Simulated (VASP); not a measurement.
# RuS (Fm-3m) in VASP: a series of runs, part 2 of 2

VASP 6.6.1. The steps go on from the part before.

**3. Single point, LDA+U, collinear spin, ferromagnetic start**

Input file INCAR:

```
ALGO = Normal ; EDIFF = 1E-6
ENCUT = 520 ; GGA = CA
ISIF = 2 ; ISMEAR = 0
ISPIN = 2 ; LASPH = T
LCHARG = T ; LDAU = T
LDAUJ = 0.9 0 ; LDAUL = 2 -1
LDAUPRINT = 1 ; LDAUTYPE = 1
LDAUU = 2 0 ; LELF = T
LMAXMIX = 4 ; LORBIT = 11
LREAL = F ; LVHAR = T
LWAVE = F ; MAGMOM = 3.12 3.12 0.62 0.62
NBANDS = 32 ; NELM = 150
NUPDOWN = 8.0 ; PREC = Accurate
SIGMA = 0.05
```

Input file KPOINTS:

```
k-points
0
Gamma
  6 6 6
```

Input file POSCAR:

```
RuS
1.0
    0.0000000000      2.5467554600      2.5467554600
    2.5467554600      0.0000000000      2.5467554600
    5.0935109200      5.0935109200      0.0000000000
Ru S
2 2
Direct
    0.5000000000      0.5000000000      0.2500000000
    0.5000000000      0.5000000000      0.7500000000
    0.0000000000      0.0000000000      0.0000000000
    0.0000000000      0.0000000000      0.5000000000
```

Potentials or basis: VASP PAW LDA potentials, release 64 (Ru_pv, S).

Command:

```
$ cat potpaw_LDA.64/Ru_pv/POTCAR potpaw_LDA.64/S/POTCAR > POTCAR
$ mpirun -np 1 vasp_std > vasp.out
```

OUTCAR:

```text
EDIFF = 1E-6
   ENCUT = 520
   GGA = CA
   ISIF = 2
   ISMEAR = 0
   ISPIN = 2
   LASPH = T
   LORBIT = 11
   LREAL = F
   NELM = 150
   NUPDOWN = 8.0
   PREC = Accurate

 ion  position               nearest neighbor table
   1  0.500  0.500  0.250-   3 2.55   3 2.55   4 2.55   3 2.55   4 2.55   4 2.55
   2  0.500  0.500  0.750-   4 2.55   3 2.55   4 2.55   3 2.55   4 2.55   3 2.55
   3  0.000  0.000  0.000-   2 2.55   1 2.55   2 2.55   1 2.55   2 2.55   1 2.55
   4  0.000  0.000  0.500-   1 2.55   1 2.55   2 2.55   1 2.55   2 2.55   2 2.55

  LATTYP: Found a trigonal (rhomboedric) cell.
 ALAT       =     6.2382513766
 COS(alpha) =     0.8333333333

  Lattice vectors:

 A1 = (   5.0935109200,   2.5467554600,  -2.5467554600)
 A2 = (   2.5467554600,   2.5467554600,  -5.0935109200)
 A3 = (   2.5467554600,   5.0935109200,  -2.5467554600)

Analysis of symmetry for initial positions (statically):
=====================================================================
 Subroutine PRICEL returns following result:

  LATTYP: Found a face centered cubic cell.
 ALAT       =     5.0935109200
[... 12 lines left out ...]
 Subroutine GETGRP returns: Found 12 space group operations
 (whereof 12 operations were pure point group operations)
 out of a pool of 12 trial point group operations.

The static configuration has the point symmetry D_3d.

Analysis of symmetry for dynamics (positions and initial velocities):
=====================================================================
 Subroutine PRICEL returns following result:

[... 246 lines left out ...]
  o =  0.8754  v =  0.8105  0.4910  0.0014  0.3195 -0.0002  0.0000  0.0000  0.0000  0.0000  0.0000      0.0000  0.0000  0.0000  0.0000  0.0000  0.0000  0.0000  0.0000  0.0000  0.0000
  o =  0.9072  v =  0.0000  0.0010 -0.0000 -0.0010  1.0000  0.0000  0.0000  0.0000  0.0000  0.0000      0.0000  0.0000  0.0000  0.0000  0.0000  0.0000  0.0000  0.0000  0.0000  0.0000
  o =  0.9072  v = -0.0011 -0.0006  1.0000 -0.0006  0.0000  0.0000  0.0000  0.0000  0.0000  0.0000      0.0000  0.0000  0.0000  0.0000  0.0000  0.0000  0.0000  0.0000  0.0000  0.0000

 number of electron      39.9999998 magnetization       8.0000090

 Free energy of the ion-electron system (eV)
  ---------------------------------------------------
  ext. energy  EPLUGINS =         0.00000000
  ---------------------------------------------------
  free energy    TOTEN  =       -23.39399290 eV

  energy without entropy =      -23.38901134  energy(sigma->0) =      -23.39150212

 E-fermi :   8.1358     XC(G=0): -11.9896

 val. band max:       11.0541940602   @ k =   0.5000   0.0000   0.0000
 cond. band min:       8.1391285097   @ k =   0.5000   0.1667   0.1667
 fundamental gap:     -2.9150655505
 Fermi energy:        11.0590910285

 spin component 1

 k-point     1 :       0.0000    0.0000    0.0000
  band No.  band energies     occupation
      1     -35.2204      1.00000
      2     -35.1808      1.00000
      3     -35.1808      1.00000
      4     -35.1743      1.00000
      5     -35.1743      1.00000
      6     -35.1725      1.00000
[... 1673 lines left out ...]
     31      19.4416      0.00000
     32      19.4416      0.00000

 [... further k-points ...]
[... 5 lines left out ...]
  --------------------------------------------------------------------------------------
  -------------------------------------------------------------------------------------
  Total        2.1653943      2.1653943      2.1653943     -0.0050195      0.0050195      0.0050195
  in kB       52.5080448     52.5080448     52.5080448     -0.1217171      0.1217171      0.1217171
  external PRESSURE =      52.5080448 kB  Pullay stress =       0.0000000 kB

 VOLUME and BASIS-vectors are now :
 -----------------------------------------------------------------------------
  energy-cutoff  :      520.00
  volume of cell :       66.07
      direct lattice vectors                 reciprocal lattice vectors
     0.000000000  2.546755460  2.546755460    -0.196328233  0.196328233  0.196328233
     2.546755460  0.000000000  2.546755460     0.196328233 -0.196328233  0.196328233
     5.093510920  5.093510920  0.000000000     0.098164117  0.098164117 -0.098164117

 POSITION                                       TOTAL-FORCE (eV/Angst)
 -----------------------------------------------------------------------------------
      2.54676      2.54676      2.54676        -0.000000      0.000000      0.000000
      5.09351      5.09351      2.54676         0.000000     -0.000000     -0.000000
      0.00000      0.00000      0.00000         0.000000     -0.000000     -0.000000
      2.54676      2.54676      0.00000         0.000000     -0.000000     -0.000000
 -----------------------------------------------------------------------------------
    total drift:                                0.000000      0.000000      0.000000

  FREE ENERGIE OF THE ION-ELECTRON SYSTEM (eV)
  ---------------------------------------------------
  free  energy   TOTEN  =       -23.3939929023 eV

  energy  without entropy=      -23.3890113443  energy(sigma->0) =      -23.39150212

 total charge

# of ion       s       p       d       tot
------------------------------------------
    1        0.267   6.176   5.843  12.286
    2        0.267   6.176   5.843  12.286
    3        1.331   2.370   0.000   3.701
    4        1.331   2.370   0.000   3.701
--------------------------------------------------
tot          3.195  17.092  11.687  31.974

 magnetization (x)

# of ion       s       p       d       tot
------------------------------------------
    1        0.066   0.051   2.986   3.103
    2        0.066   0.051   2.986   3.103
    3        0.061   0.387   0.000   0.448
    4        0.061   0.387   0.000   0.448
--------------------------------------------------
tot          0.253   0.877   5.972   7.103
```

stdout:

```text
POSCAR found type information on POSCAR RuS
 POSCAR found :  2 types and       4 ions
 scaLAPACK will be used
 LDA part: xc-table for (Slater(with rela. corr.)+CA(PZ))
 , standard interpolation
 POSCAR, INCAR and KPOINTS ok, starting setup
 FFT: planning ... GRIDC
 FFT: planning ... GRID_SOFT
 FFT: planning ... GRID
 WAVECAR not read
 entering main loop
```

It took 2.3 min on 1 thread of Intel Xeon Platinum 8259CL at 2.50GHz (Skylake/Cascade Lake), shared host; peak memory 0.23 GiB.

What came out:

* Free energy: -23.3940 eV
* Pressure: 5.3 GPa
* Net moment: 8.00 μB per cell
* Site moments: Ru +3.10; S +0.45 μB
* Valence electrons inside the program's atomic spheres: Ru 12.29; S 3.70

Eigenvalues of the final occupation matrices:
```tsv
site	spin	trace	eigenvalues
site 1 d	1	4.44	0.88 0.88 0.88 0.91 0.91
site 1 d	2	1.44	0.28 0.28 0.29 0.30 0.30
site 2 d	1	4.44	0.88 0.88 0.88 0.91 0.91
site 2 d	2	1.44	0.28 0.28 0.29 0.30 0.30
```

Caveat: the cell stands under pressure; the total moment is fixed, so each spin has its own Fermi level. The state reached can hang on the start; a lower one may exist.
